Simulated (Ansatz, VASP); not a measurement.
## One calculation of Zn, two programs

```xyz
2
Lattice="2.5953 0.0000 0.0000 -1.2977 2.2476 0.0000 0.0000 0.0000 4.9905" Properties=species:S:1:pos:R:3 pbc="T T T"
Zn    0.0000    1.4984    1.2476
Zn    1.2977    0.7492    3.7429
```

Alike in both runs: functional r2SCAN; k mesh 18 × 18 × 8; occupations gaussian, width 0.1 eV; no spin polarisation.

Ansatz relaxed the structure, and its values are those at the end. VASP's run is a single point on that final structure, the one shown.

```csv
,VASP,Ansatz
version,VASP 6.6.1,Ansatz 0.2.0
potentials or method,"VASP PAW PBE potentials, release 64 (Zn), cutoff 520 eV","scalar-relativistic, plane waves, PAW"
valence electrons in the cell,24,24
```

|  | VASP | Ansatz | Ansatz less VASP |
| --- | --- | --- | --- |
| gap on the k mesh at the Fermi level (eV) | none | none | - |
| pressure (GPa) | 0.5 | 0.0 | -0.51 |

VASP's potentials were made for PBE, not for r2SCAN. A gap of «none» marks a metal or a gap that the smearing closes. With one functional, cell and mesh, what is left measures potentials, basis and numerics.
